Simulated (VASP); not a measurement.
As:

```
As
1.0
    -2.70368    0.00000   -2.70368
     0.00000   -2.70368   -2.70368
    -2.70368   -2.70368    0.00000
As
2
Direct
  0.27635 0.22714 0.25690
  0.72365 0.77286 0.74310
```

Base run:

* Program: VASP 6.6.1
* Functional: PBE-based screened hybrid with 25 % exact exchange
* Potentials or basis: VASP PAW PBE potentials, release 64 (As)
* Cutoff: 520 eV
* k mesh: 5 × 5 × 5
* Occupations: fermi-dirac, width 0.05 eV
* Spin: no spin polarisation

Its results: pressure 0.4 GPa; largest force 1.028 eV/Å.

The run is repeated on the same cell with these changes: screening parameter from 0.15 1/Å to 0.6 1/Å. What comes out?

Pressure 2.4 GPa; largest force 0.803 eV/Å.

Caveats: the PAW data sets were made with another functional, which shifts forces and pressure a little.
